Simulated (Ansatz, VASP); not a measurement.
# BaZrO3: VASP beside Ansatz

```xyz
5
Lattice="4.2054 0.0000 0.0000 0.0000 4.2054 0.0000 0.0000 0.0000 4.2054" Properties=species:S:1:pos:R:3 pbc="T T T"
Ba    0.0000    0.0000    0.0000
Zr    2.1027    2.1027    2.1027
O     0.0000    2.1027    2.1027
O     2.1027    0.0000    2.1027
O     2.1027    2.1027    0.0000
```

Alike in both runs: task single point; functional r2SCANh; k mesh 4 × 4 × 4; no spin polarisation.

|  | VASP | Ansatz |
| --- | --- | --- |
| version | VASP 6.6.1 | Ansatz 0.2.0 |
| potentials or method | VASP PAW PBE potentials, release 64 (Ba_sv, Zr_sv, O) | plane waves, PAW |
| plane-wave cutoff (eV) | 520 | 500 |
| occupations | gaussian, width 0.01 eV | fixed |
| valence electrons in the cell | 40 | 40 |

Ansatz gave:

```
gap on the k mesh at the Fermi level (eV) : 4.55
pressure (GPa)                            : -1.1
```

Question: Estimate VASP's values.

Answer: gap on the k mesh at the Fermi level (eV): 4.51; pressure (GPa): -0.1.

VASP's potentials were made for PBE, not for r2SCANh. Ansatz's warnings: stress exchange threshold loose, stress scf threshold loose.

Spin-orbit coupling is off throughout.
